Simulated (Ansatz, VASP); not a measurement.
**One calculation of GaN, two programs**

File POSCAR:

```
GaN
1.0
    0.0000000000      2.2535006075      2.0844880619
    2.2535006075      0.0000000000      2.0844880619
    2.2535006075      2.2535006075      0.0000000000
Ga N
1 1
Direct
    0.0000000000      0.0000000000      0.0000000000
    0.7500000000      0.7500000000      0.7500000000
```

File INCAR.step1:

```
SYSTEM = GaN
PREC     = Accurate       ! precision mode
ENCUT    = 520            ! plane-wave cutoff, eV
ISMEAR   = 0              ! smearing method
SIGMA    = 0.05           ! smearing width, eV
LREAL    = .FALSE.        ! projectors in reciprocal space
LASPH    = .TRUE.         ! aspherical terms in the spheres
NELM     = 80             ! most SCF steps
NBANDS   = 16             ! bands
GGA      = PE             ! functional
ALGO     = Normal         ! electronic algorithm
EDIFF    = 1E-4           ! SCF threshold, eV
LWAVE    = .TRUE.         ! write WAVECAR
LCHARG   = .FALSE.        ! write CHGCAR
```

File INCAR.step2:

```
SYSTEM = GaN
PREC     = Accurate       ! precision mode
ENCUT    = 520            ! plane-wave cutoff, eV
EDIFF    = 1E-6           ! SCF threshold, eV
ISMEAR   = 0              ! smearing method
SIGMA    = 0.05           ! smearing width, eV
LREAL    = .FALSE.        ! projectors in reciprocal space
LASPH    = .TRUE.         ! aspherical terms in the spheres
NELM     = 80             ! most SCF steps
ALGO     = Normal         ! electronic algorithm
ISIF     = 2              ! what is computed and relaxed
LWAVE    = .FALSE.        ! write WAVECAR
LCHARG   = .FALSE.        ! write CHGCAR
METAGGA  = R2SCAN         ! meta-GGA
LMIXTAU  = .TRUE.       
NBANDS   = 16             ! bands
ISTART   = 1
```

File KPOINTS:

```
Automatic mesh
0
G
  10 10 10
  0 0 0
```

Input for Ansatz:

```yaml
crystal:
  lattice:
    - [0.0, 2.2535006075, 2.0844880619]
    - [2.2535006075, 0.0, 2.0844880619]
    - [2.2535006075, 2.2535006075, 0.0]
  atoms:
    - { symbol: Ga, position: [0.0, 0.0, 0.0] }
    - { symbol: "N", position: [0.75, 0.75, 0.75] }
basis:
  ecutwfc: 500
kpoints:
  mp_grid: { grid: [10, 10, 10] }
hamiltonian:
  xc: r2scan
scf:
  occupations: { method: gaussian, width: 0.05 }
output:
  forces: true
  stress: true
  eigenvalues: true
```

Change from the starting cell: strain -0.0750 x Voigt [0, 0, 1, 0, 0, 0], atoms carried along.

Alike in both runs: task single point; functional r2SCAN; k mesh 10 × 10 × 10; occupations gaussian, width 0.05 eV; no spin polarisation.

|  | VASP | Ansatz |
| --- | --- | --- |
| version | VASP 6.6.1 | Ansatz 0.2.0 |
| potentials or method | VASP PAW PBE potentials, release 64 (Ga_d, N), cutoff 520 eV | scalar-relativistic, plane waves, PAW |
| valence electrons in the cell | 18 | 18 |

Ansatz gave:

| Quantity | Value |
| --- | --- |
| gap on the k mesh at the Fermi level (eV) | 2.43 |
| least direct gap on the mesh (eV) | 2.43 |
| pressure (GPa) | 15.9 |
| traceless stress, the component that is largest in VASP (GPa) | 5.12 |

Problem. Which values does VASP return?

Solution. gap on the k mesh at the Fermi level (eV): 2.42; least direct gap on the mesh (eV): 2.42; pressure (GPa): 17.2; traceless stress, the component that is largest in VASP (GPa): 4.99.

VASP's potentials were made for PBE, not for r2SCAN. With one functional, cell and mesh, what is left measures potentials, basis and numerics.
